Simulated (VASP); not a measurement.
# Sc3Al (P4mm) in VASP: single point with r2SCAN

Aim: the single point of Sc3Al with r2SCAN.

Everything below comes from runs of VASP 6.6.1. Logs are shortened: lines on timing, memory, paths and dates and some standing lists are left out, and cuts for length are marked.

## 1. The cell of the first run

The structure is tetragonal, space group P4mm (No. 99). Conventional cell: a = 4.427 Å, b = 4.427 Å, c = 4.427 Å, α = 90.00°, β = 90.00°, γ = 90.00°. Sc (site symmetry 2mm) has 4 Al at 2.74 to 3.58 Å and 8 Sc at 3.13 Å within 3.6 Å. Sc (site symmetry 4mm) has 8 Sc at 3.13 Å and 4 Al at 3.19 Å within 4.1 Å. Al (site symmetry 4mm) has 12 Sc at 2.74 to 3.58 Å within 3.6 Å.

## 2. Single point, r2SCAN (atom 4 (Al) moved -0.600 Å along Cartesian [0 0 1])

The input, POSCAR:

```
Sc3Al
1.0
    4.4269043408      0.0000000000      0.0000000000
    0.0000000000      4.4269043408      0.0000000000
    0.0000000000      0.0000000000      4.4269043408
Sc Al
3 1
Direct
    0.5000000000      0.0000000000      0.5000000000
    0.0000000000      0.5000000000      0.5000000000
    0.5000000000      0.5000000000      0.0000000000
    0.0000000000      0.0000000000     -0.1355348916
```

The input, INCAR.step1:

```
PREC     = Accurate       # precision mode
ENCUT    = 520            # plane-wave cutoff, eV
ISMEAR   = 0              # smearing method
SIGMA    = 0.15           # smearing width, eV
LREAL    = False          # projectors in reciprocal space
LASPH    = True           # aspherical terms in the spheres
NELM     = 100            # most SCF steps
NBANDS   = 26             # bands
GGA      = PE             # functional
ALGO     = Normal         # electronic algorithm
EDIFF    = 1E-4           # SCF threshold, eV
LWAVE    = True           # write WAVECAR
LCHARG   = False          # write CHGCAR
```

The input, INCAR.step2:

```
PREC     = Accurate       # precision mode
ENCUT    = 520            # plane-wave cutoff, eV
EDIFF    = 1E-6           # SCF threshold, eV
ISMEAR   = 0              # smearing method
SIGMA    = 0.15           # smearing width, eV
LREAL    = False          # projectors in reciprocal space
LASPH    = True           # aspherical terms in the spheres
NELM     = 100            # most SCF steps
ALGO     = Normal         # electronic algorithm
ISIF     = 2              # what is computed and relaxed
LWAVE    = False          # write WAVECAR
LCHARG   = False          # write CHGCAR
METAGGA  = R2SCAN         # meta-GGA
LMIXTAU  = True         
NBANDS   = 26             # bands
ISTART   = 1
```

The input, KPOINTS:

```
Automatic mesh
0
Gamma
  12 12 12
```

Potentials or basis: VASP PAW PBE potentials, release 64 (Sc_sv, Al).

Command:

```
> cat potpaw_PBE.64/Sc_sv/POTCAR potpaw_PBE.64/Al/POTCAR > POTCAR
> cp INCAR.step1 INCAR
> mpirun -np 1 vasp_std > vasp.out
> cp INCAR.step2 INCAR
> mpirun -np 1 vasp_std > vasp.out
```

OUTCAR:

```text
PREC = Accurate
   ENCUT = 520
   EDIFF = 1E-6
   ISMEAR = 0
   LREAL = False
   LASPH = True
   NELM = 100
   ISIF = 2
   METAGGA = R2SCAN
   ISTART = 1

 ion  position               nearest neighbor table
   1  0.500  0.000  0.500-   4 2.74   4 2.74   2 3.13   3 3.13   2 3.13   3 3.13   3 3.13   2 3.13
                             3 3.13   2 3.13
   2  0.000  0.500  0.500-   4 2.74   4 2.74   1 3.13   3 3.13   1 3.13   3 3.13   1 3.13   3 3.13
                             3 3.13   1 3.13
   3  0.500  0.500  0.000-   1 3.13   2 3.13   1 3.13   2 3.13   1 3.13   1 3.13   2 3.13   2 3.13
                             4 3.19   4 3.19   4 3.19   4 3.19
   4  0.000  0.000  0.864-   1 2.74   2 2.74   2 2.74   1 2.74   3 3.19   3 3.19   3 3.19   3 3.19

  LATTYP: Found a simple cubic cell.
 ALAT       =     4.4269043408

  Lattice vectors:

 A1 = (   4.4269043408,   0.0000000000,   0.0000000000)
 A2 = (   0.0000000000,   4.4269043408,   0.0000000000)
 A3 = (   0.0000000000,   0.0000000000,   4.4269043408)

Analysis of symmetry for initial positions (statically):
=====================================================================
 Subroutine PRICEL returns:
 Original cell was already a primitive cell.

 Routine SETGRP: Setting up the symmetry group for a
 simple cubic supercell.

 Subroutine GETGRP returns: Found  8 space group operations
 (whereof  8 operations were pure point group operations)
 out of a pool of 48 trial point group operations.

The static configuration has the point symmetry C_4v.

Analysis of symmetry for dynamics (positions and initial velocities):
=====================================================================
 Subroutine PRICEL returns:
 Original cell was already a primitive cell.

 Routine SETGRP: Setting up the symmetry group for a
 simple cubic supercell.

 Subroutine GETGRP returns: Found  8 space group operations
 (whereof  8 operations were pure point group operations)
 out of a pool of 48 trial point group operations.

The dynamic configuration has the point symmetry C_4v.

 Subroutine INISYM returns: Found  8 space group operations
 (whereof  8 operations are pure point group operations),
 and found     1 'primitive' translations

----------------------------------------------------------------------------------------

                                     Primitive cell

  volume of cell :      86.7562

  direct lattice vectors                    reciprocal lattice vectors
     4.426904341  0.000000000  0.000000000     0.225891486  0.000000000  0.000000000
     0.000000000  4.426904341  0.000000000     0.000000000  0.225891486  0.000000000
     0.000000000  0.000000000  4.426904341     0.000000000  0.000000000  0.225891486

  length of vectors
     4.426904341  4.426904341  4.426904341     0.225891486  0.225891486  0.225891486

  position of ions in fractional coordinates (direct lattice)
     0.500000000  0.000000000  0.500000000
     0.000000000  0.500000000  0.500000000
     0.500000000  0.500000000  0.000000000
     0.000000000  0.000000000  0.864465108

  ion indices of the primitive-cell ions
   primitive index   ion index
                 1           1
                 2           2
                 3           3
                 4           4

----------------------------------------------------------------------------------------

 KPOINTS: Automatic mesh

Automatic generation of k-mesh.
 Grid dimensions read from file:
 generate k-points for:   12   12   12

 Generating k-lattice:

  Cartesian coordinates                     Fractional coordinates (reciprocal lattice)
     0.018824291  0.000000000  0.000000000     0.083333333  0.000000000  0.000000000
     0.000000000  0.018824291  0.000000000     0.000000000  0.083333333  0.000000000
     0.000000000  0.000000000  0.018824291     0.000000000  0.000000000  0.083333333

  Length of vectors
     0.018824291  0.018824291  0.018824291

  Shift w.r.t. Gamma in fractional coordinates (k-lattice)
     0.000000000  0.000000000  0.000000000

 Subroutine IBZKPT returns following result:
 ===========================================

 Found    196 irreducible k-points:

 Following reciprocal coordinates:
            Coordinates               Weight
  0.000000  0.000000  0.000000      1.000000
  0.083333  0.000000  0.000000      4.000000
  0.000000  0.000000  0.083333      2.000000
  0.166667  0.000000  0.000000      4.000000
  0.000000  0.000000  0.166667      2.000000
  0.250000  0.000000  0.000000      4.000000
[... 16 lines left out ...]
  0.000000  0.333333  0.083333      8.000000
  0.083333  0.000000  0.333333      8.000000
 [... further k-points ...]
   k-points           NKPTS =    196   k-points in BZ     NKDIM =    196   number of bands    NBANDS=     26
   number of dos      NEDOS =    301   number of ions     NIONS =      4
   total plane-waves  NPLWV =  46656
   dimension x,y,z NGX =    36 NGY =   36 NGZ =   36
   dimension x,y,z NGXF=    72 NGYF=   72 NGZF=   72
   ions per type =               3   1
   NGX,Y,Z   is equivalent  to a cutoff of  13.52, 13.52, 13.52 a.u.
   NGXF,Y,Z  is equivalent  to a cutoff of  27.04, 27.04, 27.04 a.u.
 SYSTEM =  unknown system
   PREC   = accura    normal or accurate (medium, high low for compatibility)
   ISTART =      1    job   : 0-new  1-cont  2-samecut
   ICHARG =      0    charge: 1-file 2-atom 10-const
   ISPIN  =      1    spin polarized calculation?
   LNONCOLLINEAR =      F non collinear calculations
   LSORBIT =      F    spin-orbit coupling
   LASPH  =      T    aspherical Exc in radial PAW
   ENCUT  =  520.0 eV  38.22 Ry    6.18 a.u.   8.23  8.23  8.23*2*pi/ulx,y,z
   NELM   =    100;   NELMIN=  2; NELMDL=  0     # of ELM steps
   EDIFF  = 0.1E-05   stopping-criterion for ELM
   LREAL  =      F    real-space projection
   EDIFFG = 0.1E-04   stopping-criterion for IOM
   NSW    =      0    number of steps for IOM
   IBRION =     -1    ionic relax: 0-MD 1-quasi-New 2-CG
   NFREE  =      0    steps in history (QN), initial steepest desc. (CG)
   ISIF   =      2    stress and relaxation
   ISYM   =      2    0-nonsym 1-usesym 2-fastsym
   POTIM  = 0.5000    time-step for ionic-motion
   TEBEG  =    0.0;   TEEND  =   0.0 temperature during run
   PSTRESS=    0.0 pullay stress
   NELECT =      36.0000    total number of electrons
   NUPDOWN=      -1.0000    fix difference up-down
   EMIN   =  10.00;   EMAX   =-10.00  energy-range for DOS
   EFERMI =   0.00;   METHOD = LEGACY
   ISMEAR =     0;   SIGMA  =   0.15  broadening in eV -4-tet -1-fermi 0-gaus
   EFERMI_NEDOS =   21; number of points for ismear=-14 and -15
   IALGO  =     38    algorithm
   IMIX   =      4    mixing-type and parameters
     AMIX     =   0.40;   BMIX     =  1.00
     AMIX_MAG =   1.60;   BMIX_MAG =  1.00
  volume/ion in A,a.u.               =      21.69       146.36
  Fermi-wavevector in a.u.,A,eV,Ry     =   1.221075  2.307496 20.286602  1.491023
  Thomas-Fermi vector in A             =   2.356270
   LORBIT       =      0    0 simple, 1 ext, 2 COOP (PROOUT), +10 PAW based schemes
   METAGGA = R2SCAN    functional components
   LHFCALC =     F    Hartree Fock is set to
   AEXX    =    0.0000 exact exchange contribution
   IVDW    =     0    specifies the selected vdW correction
   LEPSILON=     F    determine dielectric tensor
   LRPA    =     F    only Hartree local field effects (RPA)
 non-spin polarized calculation
 Gauss-broadening in eV      SIGMA  =   0.15
  energy-cutoff  :      520.00
  volume of cell :       86.76
 maximum number of plane-waves:      2361
 NGX is ok and might be reduce to    36
   NGX = 17   NGY = 17   NGZ = 17

 number of electron      35.9999989 magnetization

 Free energy of the ion-electron system (eV)
  ---------------------------------------------------
  ext. energy  EPLUGINS =         0.00000000
  ---------------------------------------------------
  free energy    TOTEN  =       -41.05057278 eV

  energy without entropy =      -40.98168192  energy(sigma->0) =      -41.01612735

 E-fermi :   4.7650     XC(G=0): -10.7811

 val. band max:        4.7646889096   @ k =   0.3333   0.3333   0.2500
 cond. band min:       4.7651761220   @ k =   0.3333   0.3333   0.0000
 fundamental gap:      0.0004872124
 Fermi energy:         4.7650432338

 k-point     1 :       0.0000    0.0000    0.0000
  band No.  band energies     occupation
      1     -46.8583      2.00000
      2     -46.6279      2.00000
      3     -46.5684      2.00000
      4     -24.6661      2.00000
      5     -24.6262      2.00000
      6     -24.6262      2.00000
[... 18 lines left out ...]
     25       7.3950      0.00000
     26       8.5119      0.00000

 k-point     2 :       0.0833    0.0000    0.0000
  band No.  band energies     occupation
      1     -46.8579      2.00000
      2     -46.6271      2.00000
      3     -46.5696      2.00000
      4     -24.6626      2.00000
      5     -24.6240      2.00000
      6     -24.6216      2.00000
[... 18 lines left out ...]
     25       7.4886      0.00000
     26       8.4537      0.00000

 k-point     3 :       0.0000    0.0000    0.0833
  band No.  band energies     occupation
      1     -46.8577      2.00000
      2     -46.6286      2.00000
      3     -46.5684      2.00000
      4     -24.6606      2.00000
      5     -24.6217      2.00000
      6     -24.6217      2.00000
[... 18 lines left out ...]
     25       7.4594      0.00000
     26       8.4527      0.00000

 k-point     4 :       0.1667    0.0000    0.0000
  band No.  band energies     occupation
      1     -46.8568      2.00000
      2     -46.6247      2.00000
      3     -46.5730      2.00000
      4     -24.6528      2.00000
      5     -24.6180      2.00000
      6     -24.6085      2.00000
[... 18 lines left out ...]
     25       7.6240      0.00000
     26       8.2459      0.00000
[... 496 lines left out ...]
      1     -46.8534      2.00000
      2     -46.6150      2.00000
      3     -46.5858      2.00000
      4     -24.6194      2.00000
      5     -24.6006      2.00000
      6     -24.5650      2.00000
[... 18 lines left out ...]
     25       7.5389      0.00000
     26       7.7514      0.00000

 k-point    23 :       0.0000    0.3333    0.0833
  band No.  band energies     occupation
      1     -46.8533      2.00000
      2     -46.6157      2.00000
      3     -46.5852      2.00000
      4     -24.6282      2.00000
      5     -24.5973      2.00000
      6     -24.5630      2.00000
[... 18 lines left out ...]
     25       7.6166      0.00000
     26       7.7080      0.00000

 k-point    24 :       0.0833    0.0000    0.3333
  band No.  band energies     occupation
      1     -46.8502      2.00000
      2     -46.6346      2.00000
      3     -46.5693      2.00000
      4     -24.6043      2.00000
      5     -24.5617      2.00000
      6     -24.5506      2.00000
[... 18 lines left out ...]
     25       7.6020      0.00000
     26       7.7086      0.00000

 [... further k-points ...]

------------------------ aborting loop because EDIFF is reached ----------------------------------------

  FORCE on cell =-STRESS in cart. coord.  units (eV):
  Direction    XX          YY          ZZ          XY          YZ          ZX
  --------------------------------------------------------------------------------------
  -------------------------------------------------------------------------------------
  Total        2.4806169      2.4806169      2.3214551      0.0000000      0.0000000     -0.0000000
  in kB       45.8110095     45.8110095     42.8716756      0.0000000      0.0000000     -0.0000000
  external PRESSURE =      44.8312315 kB  Pullay stress =       0.0000000 kB

 VOLUME and BASIS-vectors are now :
 -----------------------------------------------------------------------------
  energy-cutoff  :      520.00
  volume of cell :       86.76
      direct lattice vectors                 reciprocal lattice vectors
     4.426904341  0.000000000  0.000000000     0.225891486  0.000000000  0.000000000
     0.000000000  4.426904341  0.000000000     0.000000000  0.225891486  0.000000000
     0.000000000  0.000000000  4.426904341     0.000000000  0.000000000  0.225891486

 POSITION                                       TOTAL-FORCE (eV/Angst)
 -----------------------------------------------------------------------------------
      2.21345      0.00000      2.21345        -0.000000     -0.000000     -0.959959
      0.00000      2.21345      2.21345        -0.000000      0.000000     -0.959959
      2.21345      2.21345      0.00000        -0.000000      0.000000     -1.040350
      0.00000      0.00000      3.82690         0.000000     -0.000000      2.960268
 -----------------------------------------------------------------------------------
    total drift:                                0.000000      0.000000      0.002416

  FREE ENERGIE OF THE ION-ELECTRON SYSTEM (eV)
  ---------------------------------------------------
  free  energy   TOTEN  =       -41.0505727793 eV

  energy  without entropy=      -40.9816819181  energy(sigma->0) =      -41.01612735
```

It took 29 min on 1 thread of Intel Xeon 8259CL, shared host; peak memory 0.49 GiB.

What came out:

| Property | Result |
| --- | --- |
| Free energy | -41.0506 eV |
| Pressure | 4.5 GPa |
| Largest force | 2.960 eV/Å |
| Band gap on the k mesh | zero (bands 18 and 19 overlap by 1.01 eV) |

Forces in eV/Å, atoms in the order of the input:
```
Sc   0.000  0.000 -0.960
Sc   0.000  0.000 -0.960
Sc   0.000  0.000 -1.040
Al   0.000  0.000  2.960
```

Levels at points of the mesh, in eV from the Fermi level:
| k point | band 14 | band 15 | band 16 | band 17 | band 18 | band 19 | band 20 | band 21 | band 22 | band 23 |
| --- | --- | --- | --- | --- | --- | --- | --- | --- | --- | --- |
| (0.00, 0.00, 0.00) | -2.66 | -1.61 | -0.93 | -0.69 | -0.69 | -0.41 | 0.79 | 0.79 | 1.25 | 2.59 |
| (0.50, 0.00, 0.00) | -4.27 | -1.37 | -0.97 | -0.82 | 0.12 | 0.14 | 0.85 | 0.92 | 1.64 | 1.70 |
| (0.00, 0.00, 0.50) | -4.26 | -1.57 | -0.99 | -0.99 | 0.13 | 0.28 | 0.92 | 0.92 | 1.74 | 1.83 |
| (0.50, 0.50, 0.00) | -3.00 | -3.00 | -1.74 | -0.70 | 0.24 | 0.59 | 0.59 | 1.15 | 1.15 | 2.04 |
| (0.00, 0.50, 0.50) | -2.94 | -2.86 | -1.70 | -1.06 | 0.17 | 0.41 | 0.62 | 1.18 | 1.27 | 1.74 |
| (0.50, 0.50, 0.50) | -1.98 | -1.98 | -1.49 | -1.39 | -0.77 | -0.77 | 0.20 | 1.56 | 1.56 | 1.64 |

Caveat: the cell differs from its parent crystal (atom 4 (Al) moved -0.600 Å along Cartesian [0 0 1]); the cell stands under pressure; the PAW data sets were made with another functional, which shifts forces and pressure a little.
